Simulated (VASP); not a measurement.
Runs of VASP 6.6.1 on HfN. The structure is that of space group Fm-3m (No. 225), or close to it. The cells are those of the table. 

| task | cell | cutoff (eV) | gap on the mesh (eV) | pressure (GPa) |
| --- | --- | --- | --- | --- |
| single point | a = 3.149 Å, angles 60.0°, 2 atoms | 520 | none | 12.2 |
| single point | a = 3.200 Å, angles 60.0°, 2 atoms | 520 | none | -2.7 |
| relaxation of cell and atoms | relaxed to 60 GPa from a = 3.036 Å, angles 60.0°, 2 atoms | 600 | none | 60.0 |
| single point | a = 3.172 Å, angles 60.0°, 2 atoms | 520 | none | 5.2 |
| relaxation of cell and atoms | relaxed to 30 GPa from a = 3.106 Å, angles 60.0°, 2 atoms | 600 | none | 30.1 |
| single point | a = 3.107 Å, angles 60.0°, 2 atoms | 520 | none | (a) |
| single point | a = 3.040 Å, angles 60.0°, 2 atoms | 520 | none | 57.4 |
| single point | a = 3.189 Å, angles 60.0°, 2 atoms | 520 | none | 0.3 |
| single point | a = 3.212 Å, angles 60.0°, 2 atoms | 520 | none | (b) |

Alike in all rows: level r2SCAN; potentials or basis VASP PAW PBE potentials, release 64 (Hf_pv, N); no spin polarisation; k mesh 16 × 16 × 16; smearing gaussian 0.1 eV.

Q: Fill in the values left out.

A: (a) 27.2; (b) -5.7.

Caveats: the PAW data sets were made with another functional, which shifts forces and pressure a little; spin-orbit coupling is left out, which moves the levels of the heavy elements; an odd number of electrons without spin polarisation forces a metal; a magnetic or distorted state may lie lower; the cell stands under pressure (at least some runs); the cell is relaxed towards a set pressure, so the run minimises the enthalpy, not the energy (at least some runs); the cell stands under tension (at least some runs).

A k mesh can miss the band edges, and the runs leave out spin-orbit coupling on Hf.

A gap of «none» marks levels without a gap at the run's occupations.
